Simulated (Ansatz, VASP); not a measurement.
**One calculation of Rh, two programs**

File INCAR:

```
SYSTEM = Rh
PREC = Accurate ; ENCUT = 500
EDIFF = 1E-6 ; ISMEAR = 0
SIGMA = 0.1 ; LREAL = .False.
LASPH = .True. ; NELM = 120
ALGO = Normal ; ISIF = 2
LWAVE = .False. ; LCHARG = .False.
GGA = PE ; NBANDS = 14
GGA_COMPAT = .False.
```

KPOINTS

```
Automatic mesh
0
Gamma
  8 8 8
  0 0 0
```

File POSCAR:

```
Rh
1.0
    0.0000000000      1.9212302445      1.9212302445
    1.9212302445      0.0000000000      1.9212302445
    1.9212302445      1.9212302445      0.0000000000
Rh
1
Direct
    0.0000000000      0.0000000000      0.0000000000
```

Input for Ansatz:

```yaml
crystal:
  lattice:
    - [0.0, 1.9212302445, 1.9212302445]
    - [1.9212302445, 0.0, 1.9212302445]
    - [1.9212302445, 1.9212302445, 0.0]
  atoms:
    - { symbol: Rh, position: [0.0, 0.0, 0.0] }
basis:
  ecutwfc: 420
kpoints:
  mp_grid: { grid: [8, 8, 8] }
hamiltonian:
  xc: pbe
scf:
  occupations: { method: gaussian, width: 0.1 }
output:
  forces: true
  stress: true
  eigenvalues: true
```

Alike in both runs: task single point; functional PBE; k mesh 8 × 8 × 8; occupations gaussian, width 0.1 eV; no spin polarisation.

|  | VASP | Ansatz |
| --- | --- | --- |
| version | VASP 6.6.1 | Ansatz 0.2.0 |
| potentials or method | VASP PAW PBE potentials, release 64 (Rh_pv), cutoff 500 eV | scalar-relativistic, plane waves, PAW |
| valence electrons in the cell | 15 | 17 |

|  | VASP | Ansatz | Ansatz less VASP |
| --- | --- | --- | --- |
| gap on the k mesh at the Fermi level (eV) | none | none | - |
| pressure (GPa) | -1.5 | -1.7 | -0.13 |

A gap of «none» marks a metal or a gap that the smearing closes. VASP's potentials hold 15 valence electrons a cell and Ansatz's 17, so a difference there can come from the potentials and not from the codes.
